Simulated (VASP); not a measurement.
**BP: single point with r2SCAN**

BP:

```
B P
1.0
     0.00000    2.30303    2.26900
     2.30303    0.00000    2.26900
     2.30303    2.30303    0.00000
B P
1 1
Cartesian
  0.0000 0.0000 0.0000
  3.4546 3.4546 3.4035
```

This cell differs from its parent crystal: strain +0.0150 x Voigt [1, 1, 0, 0, 0, 0].

- Program: VASP 6.6.1
- Task: single point
- Functional: r2SCAN
- Potentials or basis: VASP PAW PBE potentials, release 64 (B, P)
- Cutoff: 520 eV
- k mesh: 10 × 10 × 10
- Occupations: gaussian, width 0.05 eV
- Spin: no spin polarisation

```json
{"Pressure": "-5.4 GPa", "Band gap on the k mesh": "1.25 eV, indirect (least direct gap 3.44 eV)"}
```

Stress tensor (GPa, compression positive):
```
-6.76  0.00  0.00
 0.00 -6.76  0.00
 0.00  0.00 -2.66
```

Levels at points of the mesh, in eV from the valence-band top:
| k point | band 1 | band 2 | band 3 | band 4 | band 5 | band 6 | band 7 | band 8 |
| --- | --- | --- | --- | --- | --- | --- | --- | --- |
| (0.00, 0.00, 0.00) | -16.09 | -0.15 | -0.15 | 0.00 | 3.44 | 3.53 | 3.53 | 7.43 |
| (0.50, 0.00, 0.00) | -12.71 | -9.38 | -2.02 | -1.83 | 3.82 | 4.84 | 5.01 | 10.71 |
| (0.50, 0.50, 0.00) | -10.99 | -8.98 | -4.44 | -4.44 | 1.38 | 1.69 | 12.67 | 12.67 |
| (0.50, 0.00, 0.50) | -11.14 | -9.11 | -4.29 | -4.26 | 1.56 | 1.91 | 12.51 | 12.82 |

Run time: 31 s on 1 thread of Intel(R) Xeon(R) 6975P-C (Granite Rapids), on a shared host, peak memory 0.15 GiB.

Caveat: the cell differs from its parent crystal (strain +0.0150 x Voigt [1, 1, 0, 0, 0, 0]); the PAW data sets were made with another functional, which shifts forces and pressure a little. A k mesh can miss the band edges.
